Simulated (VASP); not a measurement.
# PbSe (Fm-3m) in VASP: notebook

Runs on PbSe. Level: r2SCAN. Tasks: single point, relaxation of cell and atoms.

All numbers are computed with VASP 6.6.1; they aren't measurements. Logs are shortened: lines on timing, memory, paths and dates and some standing lists are left out, and cuts for length are marked.

**1. The cell of the first run**

It takes space group Fm-3m (No. 225, cubic). Conventional cell: a = 6.139 Å, b = 6.139 Å, c = 6.139 Å, α = 90.00°, β = 90.00°, γ = 90.00°. Pb (site symmetry m-3m) has 6 Se at 3.07 Å within 4.0 Å. Within 4.0 Å of Se (site symmetry m-3m) lie 6 Pb at 3.07 Å.

**2. Single point, r2SCAN**

POSCAR reads:

```
PbSe
1.0
    0.0000000000      3.0696389779      3.0696389779
    3.0696389779      0.0000000000      3.0696389779
    3.0696389779      3.0696389779      0.0000000000
Pb Se
1 1
Direct
    0.0000000000      0.0000000000      0.0000000000
    0.5000000000      0.5000000000      0.5000000000
```

INCAR.step1 reads:

```
SYSTEM = PbSe
  ALGO = Normal
  EDIFF = 1E-4
  ENCUT = 520
  GGA = PE
  ISMEAR = 0
  LASPH = .TRUE.
  LCHARG = .FALSE.
  LREAL = .FALSE.
  LWAVE = .TRUE.
  NBANDS = 17
  NELM = 80
  PREC = Accurate
  SIGMA = 0.01
```

INCAR.step2 reads:

```
SYSTEM = PbSe
  ALGO = Normal
  EDIFF = 1E-6
  ENCUT = 520
  ISIF = 2
  ISMEAR = 0
  ISTART = 1
  LASPH = .TRUE.
  LCHARG = .FALSE.
  LMIXTAU = .TRUE.
  LREAL = .FALSE.
  LWAVE = .FALSE.
  METAGGA = R2SCAN
  NBANDS = 17
  NELM = 80
  PREC = Accurate
  SIGMA = 0.01
```

KPOINTS reads:

```
k-points
0
G
  6 6 6
  0 0 0
```

Potentials or basis: VASP PAW PBE potentials, release 64 (Pb_d, Se).

Run with:

```console
cat potpaw_PBE.64/Pb_d/POTCAR potpaw_PBE.64/Se/POTCAR > POTCAR
cp INCAR.step1 INCAR
mpirun -np 1 vasp_std > vasp.out
cp INCAR.step2 INCAR
mpirun -np 1 vasp_std > vasp.out
```

OUTCAR:

```text
SYSTEM = PbSe
   EDIFF = 1E-6
   ENCUT = 520
   ISIF = 2
   ISMEAR = 0
   ISTART = 1
   LASPH = .TRUE.
   LREAL = .FALSE.
   METAGGA = R2SCAN
   NELM = 80
   PREC = Accurate

 ion  position               nearest neighbor table
   1  0.000  0.000  0.000-   2 3.07   2 3.07   2 3.07   2 3.07   2 3.07   2 3.07
   2  0.500  0.500  0.500-   1 3.07   1 3.07   1 3.07   1 3.07   1 3.07   1 3.07

  LATTYP: Found a face centered cubic cell.
 ALAT       =     6.1392779558

  Lattice vectors:

 A1 = (   0.0000000000,   3.0696389779,   3.0696389779)
 A2 = (   3.0696389779,   0.0000000000,   3.0696389779)
 A3 = (   3.0696389779,   3.0696389779,   0.0000000000)

Analysis of symmetry for initial positions (statically):
=====================================================================
 Subroutine PRICEL returns:
 Original cell was already a primitive cell.

 Routine SETGRP: Setting up the symmetry group for a
 face centered cubic supercell.

 Subroutine GETGRP returns: Found 48 space group operations
 (whereof 48 operations were pure point group operations)
 out of a pool of 48 trial point group operations.

The static configuration has the point symmetry O_h .

Analysis of symmetry for dynamics (positions and initial velocities):
=====================================================================
 Subroutine PRICEL returns:
 Original cell was already a primitive cell.

 Routine SETGRP: Setting up the symmetry group for a
 face centered cubic supercell.

 Subroutine GETGRP returns: Found 48 space group operations
 (whereof 48 operations were pure point group operations)
 out of a pool of 48 trial point group operations.

The dynamic configuration has the point symmetry O_h .

 Subroutine INISYM returns: Found 48 space group operations
 (whereof 48 operations are pure point group operations),
 and found     1 'primitive' translations

----------------------------------------------------------------------------------------

                                     Primitive cell

  volume of cell :      57.8485

  direct lattice vectors                    reciprocal lattice vectors
     0.000000000  3.069638978  3.069638978    -0.162885604  0.162885604  0.162885604
     3.069638978  0.000000000  3.069638978     0.162885604 -0.162885604  0.162885604
     3.069638978  3.069638978  0.000000000     0.162885604  0.162885604 -0.162885604

  length of vectors
     4.341125074  4.341125074  4.341125074     0.282126143  0.282126143  0.282126143

[... 69 lines left out ...]
   ENCUT  =  520.0 eV  38.22 Ry    6.18 a.u.   8.07  8.07  8.07*2*pi/ulx,y,z
   NELM   =     80;   NELMIN=  2; NELMDL=  0     # of ELM steps
   EDIFF  = 0.1E-05   stopping-criterion for ELM
   LREAL  =      F    real-space projection
   EDIFFG = 0.1E-04   stopping-criterion for IOM
   NSW    =      0    number of steps for IOM
   IBRION =     -1    ionic relax: 0-MD 1-quasi-New 2-CG
   NFREE  =      0    steps in history (QN), initial steepest desc. (CG)
   ISIF   =      2    stress and relaxation
   ISYM   =      2    0-nonsym 1-usesym 2-fastsym
   POTIM  = 0.5000    time-step for ionic-motion
   TEBEG  =    0.0;   TEEND  =   0.0 temperature during run
   PSTRESS=    0.0 pullay stress
   NELECT =      20.0000    total number of electrons
   NUPDOWN=      -1.0000    fix difference up-down
   EMIN   =  10.00;   EMAX   =-10.00  energy-range for DOS
   EFERMI =   0.00;   METHOD = LEGACY
   ISMEAR =     0;   SIGMA  =   0.01  broadening in eV -4-tet -1-fermi 0-gaus
   EFERMI_NEDOS =   21; number of points for ismear=-14 and -15
   IALGO  =     38    algorithm
   IMIX   =      4    mixing-type and parameters
     AMIX     =   0.40;   BMIX     =  1.00
     AMIX_MAG =   1.60;   BMIX_MAG =  1.00
  volume/ion in A,a.u.               =      28.92       195.19
  Fermi-wavevector in a.u.,A,eV,Ry     =   1.149002  2.171299 17.962494  1.320206
  Thomas-Fermi vector in A             =   2.285674
   LORBIT       =      0    0 simple, 1 ext, 2 COOP (PROOUT), +10 PAW based schemes
   METAGGA = R2SCAN    functional components
   LHFCALC =     F    Hartree Fock is set to
   AEXX    =    0.0000 exact exchange contribution
   IVDW    =     0    specifies the selected vdW correction
   LEPSILON=     F    determine dielectric tensor
   LRPA    =     F    only Hartree local field effects (RPA)
 non-spin polarized calculation
 Gauss-broadening in eV      SIGMA  =   0.01
  energy-cutoff  :      520.00
  volume of cell :       57.85
 maximum number of plane-waves:      1588
   NGX = 17   NGY = 17   NGZ = 17

 number of electron      19.9999997 magnetization

 Free energy of the ion-electron system (eV)
  ---------------------------------------------------
  ext. energy  EPLUGINS =         0.00000000
  ---------------------------------------------------
  free energy    TOTEN  =       -71.93757017 eV

  energy without entropy =      -71.93757017  energy(sigma->0) =      -71.93757017

 E-fermi :   4.8966     XC(G=0): -10.0251

 val. band max:        4.8013710342   @ k =   0.5000   0.0000   0.0000
 cond. band min:       5.4114409525   @ k =   0.5000   0.0000   0.0000
 fundamental gap:      0.6100699183
 Fermi energy:         4.8966087973

 k-point     1 :       0.0000    0.0000    0.0000
  band No.  band energies     occupation
      1     -12.6446      2.00000
      2     -12.6446      2.00000
      3     -12.6446      2.00000
      4     -12.6411      2.00000
      5     -12.6411      2.00000
      6      -9.2674      2.00000
[... 297 lines left out ...]
      4     -12.6174      2.00000
      5     -12.6017      2.00000
      6      -7.7823      2.00000
[... 9 lines left out ...]
     16      17.0936      0.00000
     17      17.9992      0.00000

------------------------ aborting loop because EDIFF is reached ----------------------------------------

  FORCE on cell =-STRESS in cart. coord.  units (eV):
  Direction    XX          YY          ZZ          XY          YZ          ZX
  --------------------------------------------------------------------------------------
  -------------------------------------------------------------------------------------
  Total        0.3608261      0.3608261      0.3608261      0.0000000      0.0000000      0.0000000
  in kB        9.9934778      9.9934778      9.9934778      0.0000000      0.0000000      0.0000000
  external PRESSURE =       9.9934778 kB  Pullay stress =       0.0000000 kB

 VOLUME and BASIS-vectors are now :
 -----------------------------------------------------------------------------
  energy-cutoff  :      520.00
  volume of cell :       57.85
      direct lattice vectors                 reciprocal lattice vectors
     0.000000000  3.069638978  3.069638978    -0.162885604  0.162885604  0.162885604
     3.069638978  0.000000000  3.069638978     0.162885604 -0.162885604  0.162885604
     3.069638978  3.069638978  0.000000000     0.162885604  0.162885604 -0.162885604

 POSITION                                       TOTAL-FORCE (eV/Angst)
 -----------------------------------------------------------------------------------
      0.00000      0.00000      0.00000         0.000000     -0.000000      0.000000
      3.06964      3.06964      3.06964        -0.000000      0.000000     -0.000000
 -----------------------------------------------------------------------------------
    total drift:                                0.000000     -0.000000     -0.000000

  FREE ENERGIE OF THE ION-ELECTRON SYSTEM (eV)
  ---------------------------------------------------
  free  energy   TOTEN  =       -71.9375701661 eV

  energy  without entropy=      -71.9375701661  energy(sigma->0) =      -71.93757017
```

OUTCAR.step1:

```text
SYSTEM = PbSe
   EDIFF = 1E-4
   ENCUT = 520
   GGA = PE
   ISMEAR = 0
   LASPH = .TRUE.
   LREAL = .FALSE.
[... 529 lines left out ...]
      0.00000      0.00000      0.00000        -0.000000      0.000000      0.000000
      3.06964      3.06964      3.06964         0.000000     -0.000000     -0.000000
 -----------------------------------------------------------------------------------
    total drift:                                0.000000     -0.000000     -0.000000

  FREE ENERGIE OF THE ION-ELECTRON SYSTEM (eV)
  ---------------------------------------------------
  free  energy   TOTEN  =        -8.1881075702 eV

  energy  without entropy=       -8.1881075702  energy(sigma->0) =       -8.18810757
```

Wall time 34 s (1 thread of AMD EPYC 9R45 (Zen 5), shared host); peak memory 0.16 GiB.

What came out:

```yaml
Free_energy: -71.9376 eV
Pressure: 1.0 GPa
Band_gap_on_the_k_mesh: 0.61 eV
```

Caveat: the PAW data sets were made with another functional, which shifts forces and pressure a little; spin-orbit coupling is left out, which moves the levels of the heavy elements. A k mesh can miss the band edges.

**3. Relaxation of cell and atoms, r2SCAN, target pressure 1 GPa, at which the enthalpy is minimised**

This run uses another cell than the first one, of 29.49 Å³/atom.

POSCAR reads:

```
PbSe
1.0
    0.0000000000      3.0896732418      3.0896732418
    3.0896732418      0.0000000000      3.0896732418
    3.0896732418      3.0896732418      0.0000000000
Pb Se
1 1
Direct
    0.0000000000      0.0000000000      0.0000000000
    0.5000000000      0.5000000000      0.5000000000
```

INCAR.step1 reads:

```
PREC = Accurate
ENCUT = 600
ISMEAR = 0
SIGMA = 0.01
LREAL = False
LASPH = True
NELM = 60
GGA = PE
ALGO = Normal
EDIFF = 1E-4
LWAVE = True
LCHARG = False
```

INCAR.step2 reads:

```
PREC = Accurate
ENCUT = 600
EDIFF = 1E-6
ISMEAR = 0
SIGMA = 0.01
LREAL = False
LASPH = True
NELM = 60
ALGO = Normal
ISIF = 3
LWAVE = False
LCHARG = False
METAGGA = R2SCAN
LMIXTAU = True
IBRION = 2
NSW = 100
EDIFFG = -0.002
PSTRESS = 10.0
ISTART = 1
```

KPOINTS reads:

```
regular mesh
0
Gamma
  6 6 6
```

Potentials or basis: VASP PAW PBE potentials, release 64 (Pb_d, Se).

Run with:

```console
cat potpaw_PBE.64/Pb_d/POTCAR potpaw_PBE.64/Se/POTCAR > POTCAR
cp INCAR.step1 INCAR
mpirun -np 1 vasp_std > vasp.out
cp INCAR.step2 INCAR
mpirun -np 1 vasp_std > vasp.out
```

Wall time 2.4 min (1 thread of AMD EPYC 9R45 (Zen 5), shared host); peak memory 0.2 GiB.

The run converged. Its results:

```yaml
Free_energy: -71.9386 eV
Relaxed_volume: 28.93 Å³/atom
Relaxed_cell: a = 4.341 Å, b = 4.341 Å, c = 4.341 Å, α = 60.00°, β = 60.00°, γ = 60.00°
Space_group_after_relaxing_to_0.1_Å: Fm-3m (No. 225)
Energy_change_on_relaxing_the_run_minimises_the_enthalpy: +1.7 meV/atom
Ionic_steps: 3
Pressure_after_relaxing: 1.0 GPa
Band_gap_on_the_k_mesh: 0.61 eV
```

The path:
```
step  energy change (eV)  largest force (eV/Å)  pressure (GPa)  volume (Å³)
   1              0.0000                0.0000           -0.03        58.99
   2              0.0071                0.0000            1.49        57.38
   3              0.0033                0.0000            1.00        57.86
```

Final structure:
```
Pb Se
1.0
     0.00000    3.06990    3.06990
     3.06990    0.00000    3.06990
     3.06990    3.06990    0.00000
Pb Se
1 1
Direct
  0.00000 0.00000 0.00000
  0.50000 0.50000 0.50000
```

Levels at points of the mesh, in eV from the valence-band top:
```
           k point  band 6  band 7  band 8  band 9  band 10  band 11  band 12  band 13  band 14
(0.00, 0.00, 0.00)  -14.07   -6.36   -1.98   -1.98    -1.98     5.02     5.02     5.02     6.98
(0.50, 0.00, 0.00)  -12.99   -9.01   -1.57   -1.57     0.00     0.61     1.94     1.94     9.08
(0.50, 0.50, 0.00)  -12.60   -7.53   -5.07   -3.33    -3.33     4.07     5.96     5.96     6.44
```

Caveat: the cell is relaxed towards a set pressure, so the run minimises the enthalpy, not the energy; the PAW data sets were made with another functional, which shifts forces and pressure a little; spin-orbit coupling is left out, which moves the levels of the heavy elements.

**4. Relaxation of cell and atoms, r2SCAN, target pressure 2 GPa, at which the enthalpy is minimised**

This run uses another cell than the first one, of 29.49 Å³/atom.

POSCAR is that of step 3.

INCAR.step1 reads:

```
SYSTEM = PbSe
PREC     = Accurate       ! precision mode
ENCUT    = 600            ! plane-wave cutoff, eV
ISMEAR   = 0              ! smearing method
SIGMA    = 0.01           ! smearing width, eV
LREAL    = .FALSE.        ! projectors in reciprocal space
LASPH    = .TRUE.         ! aspherical terms in the spheres
NELM     = 60             ! most SCF steps
GGA      = PE             ! functional
ALGO     = Normal         ! electronic algorithm
EDIFF    = 1E-4           ! SCF threshold, eV
LWAVE    = .TRUE.         ! write WAVECAR
LCHARG   = .FALSE.        ! write CHGCAR
```

INCAR.step2 reads:

```
SYSTEM = PbSe
PREC     = Accurate       ! precision mode
ENCUT    = 600            ! plane-wave cutoff, eV
EDIFF    = 1E-6           ! SCF threshold, eV
ISMEAR   = 0              ! smearing method
SIGMA    = 0.01           ! smearing width, eV
LREAL    = .FALSE.        ! projectors in reciprocal space
LASPH    = .TRUE.         ! aspherical terms in the spheres
NELM     = 60             ! most SCF steps
ALGO     = Normal         ! electronic algorithm
ISIF     = 3              ! what is computed and relaxed
LWAVE    = .FALSE.        ! write WAVECAR
LCHARG   = .FALSE.        ! write CHGCAR
METAGGA  = R2SCAN         ! meta-GGA
LMIXTAU  = .TRUE.       
IBRION   = 2              ! ionic algorithm
NSW      = 100            ! ionic steps
EDIFFG   = -0.002         ! ionic threshold
PSTRESS  = 20.0         
ISTART   = 1
```

KPOINTS reads:

```
Automatic mesh
0
G
  6 6 6
  0 0 0
```

Run with:

```console
cat potpaw_PBE.64/Pb_d/POTCAR potpaw_PBE.64/Se/POTCAR > POTCAR
cp INCAR.step1 INCAR
mpirun -np 1 vasp_std > vasp.out
cp INCAR.step2 INCAR
mpirun -np 1 vasp_std > vasp.out
```

It took 2.5 min on 1 thread of AMD EPYC 9R45 (Zen 5), shared host; peak memory 0.2 GiB.

The run converged. Its results:

```
Free energy                                                : -71.9294 eV
Relaxed volume                                             : 28.44 Å³/atom
Relaxed cell                                               : a = 4.317 Å, b = 4.317 Å, c = 4.317 Å, α = 60.00°, β = 60.00°, γ = 60.00°
Space group after relaxing (to 0.1 Å)                      : Fm-3m (No. 225)
Energy change on relaxing (the run minimises the enthalpy) : +6.3 meV/atom
Ionic steps                                                : 3
Pressure after relaxing                                    : 2.0 GPa
Band gap on the k mesh                                     : 0.55 eV
```

Step by step:
```
step  energy change (eV)  largest force (eV/Å)  pressure (GPa)  volume (Å³)
   1              0.0000                0.0000           -0.03        58.99
   2              0.0290                0.0000            3.15        55.85
   3              0.0125                0.0000            2.00        56.88
```

Final structure:
```cif
data_structure
_symmetry_space_group_name_H-M 'P 1'
_symmetry_Int_Tables_number 1
_cell_length_a 4.3167
_cell_length_b 4.3167
_cell_length_c 4.3167
_cell_angle_alpha 60.000
_cell_angle_beta 60.000
_cell_angle_gamma 60.000
_cell_volume 56.88
loop_
_atom_site_label
_atom_site_type_symbol
_atom_site_fract_x
_atom_site_fract_y
_atom_site_fract_z
_atom_site_occupancy
Pb1 Pb 0.00000 0.00000 0.00000 1
Se1 Se 0.50000 0.50000 0.50000 1
```

Levels at points of the mesh, in eV from the valence-band top:
```csv
k point,band 8,band 9,band 10,band 11,band 12,band 13
"(0.00, 0.00, 0.00)",-2.08,-2.08,-2.08,5.05,5.05,5.05
"(0.50, 0.00, 0.00)",-1.66,-1.66,0.00,0.55,1.88,1.88
"(0.50, 0.50, 0.00)",-5.24,-3.46,-3.46,3.97,6.01,6.01
```

Caveat: the cell is relaxed towards a set pressure, so the run minimises the enthalpy, not the energy; the PAW data sets were made with another functional, which shifts forces and pressure a little; spin-orbit coupling is left out, which moves the levels of the heavy elements. A k mesh can miss the band edges.

**5. Overview**

| task | cell | cutoff (eV) | gap on the mesh (eV) | pressure (GPa) |
| --- | --- | --- | --- | --- |
| single point | a = 4.341 Å, angles 60.0°, 2 atoms | 520 | 0.61 | 1.0 |
| relaxation of cell and atoms | relaxed to 1 GPa from a = 4.369 Å, angles 60.0°, 2 atoms | 600 | 0.61 | 1.0 |
| relaxation of cell and atoms | relaxed to 2 GPa from a = 4.369 Å, angles 60.0°, 2 atoms | 600 | 0.55 | 2.0 |

Alike in all rows: level r2SCAN; potentials or basis VASP PAW PBE potentials, release 64 (Pb_d, Se); no spin polarisation; k mesh 6 × 6 × 6; smearing gaussian 0.01 eV.

Caveats: the PAW data sets were made with another functional, which shifts forces and pressure a little; spin-orbit coupling is left out, which moves the levels of the heavy elements; the cell is relaxed towards a set pressure, so the run minimises the enthalpy, not the energy (at least some runs).

Absolute energies hang on the potentials; compare differences alone.
